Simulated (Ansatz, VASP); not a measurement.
In in VASP and in Ansatz

```xyz
1
Lattice="-1.6020 1.6282 2.4756 1.6282 -1.6020 2.4756 1.5261 1.5261 -2.4583" Properties=species:S:1:pos:R:3 pbc="T T T"
In    0.0000    0.0000    0.0000
```

Alike in both runs: task single point; functional LDA; k mesh 12 × 12 × 14; occupations fermi-dirac, width 0.1 eV; no spin polarisation.

```csv
,VASP,Ansatz
version,VASP 6.6.1,Ansatz 0.2.0
potentials or method,"VASP PAW LDA potentials, release 64 (In_d), cutoff 520 eV","plane waves (420 eV) with PAW, scalar-relativistic"
valence electrons in the cell,13,13
```

|  | VASP | Ansatz | Ansatz less VASP |
| --- | --- | --- | --- |
| pressure (GPa) | 0.0 | 0.0 | -0.04 |

Ansatz warns that its potentials were made for another functional, while VASP's fit it. LDA's correlation is that of Perdew and Zunger in VASP and of Perdew and Wang (1992) in Ansatz.
